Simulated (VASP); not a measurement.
Wanted: the native input for a VASP 6.6.1 run.

```
Task                   : single point
Functional             : PBE
Potentials or basis    : VASP PAW PBE potentials, release 64 (Cs_sv)
Cutoff                 : 500 eV
k mesh                 : 2 × 2 × 2
Occupations            : gaussian, width 0.1 eV
Spin                   : no spin polarisation
Dipole correction      : no
Further INCAR settings : ALGO = Normal; EDIFF = 1e-06; NBANDS = 10
```

The structure of Cs lies in POSCAR:

```
Cs
1.0
   -3.1284650614      3.1284650614      3.1284650614
    3.1284650614     -3.1284650614      3.1284650614
    3.1284650614      3.1284650614     -3.1284650614
Cs
1
Direct
    0.0000000000      0.0000000000      0.0000000000
```

These files were run (other wordings do the same):

INCAR

```
SYSTEM = Cs
ALGO     = Normal         ! electronic algorithm
EDIFF    = 1E-6           ! SCF threshold, eV
ENCUT    = 500            ! plane-wave cutoff, eV
GGA      = PE             ! functional
GGA_COMPAT= .FALSE.      
ISIF     = 2              ! what is computed and relaxed
ISMEAR   = 0              ! smearing method
LASPH    = .TRUE.         ! aspherical terms in the spheres
LCHARG   = .FALSE.        ! write CHGCAR
LREAL    = .FALSE.        ! projectors in reciprocal space
LWAVE    = .FALSE.        ! write WAVECAR
NBANDS   = 10             ! bands
NELM     = 120            ! most SCF steps
PREC     = Accurate       ! precision mode
SIGMA    = 0.1            ! smearing width, eV
```

KPOINTS

```
k-points
0
G
  2 2 2
  0 0 0
```

Potentials or basis: VASP PAW PBE potentials, release 64 (Cs_sv).

Run with:

```bash
$ cat potpaw_PBE.64/Cs_sv/POTCAR > POTCAR
$ mpirun -np 1 vasp_std > vasp.out
```

It gave:

The pressure is -0.5 GPa.

Caveat: the k points lie up to 0.71 Å⁻¹ apart.

Wall time 9.4 s on 1 thread of Intel Xeon 8259CL (shared host), peak memory 0.22 GiB.
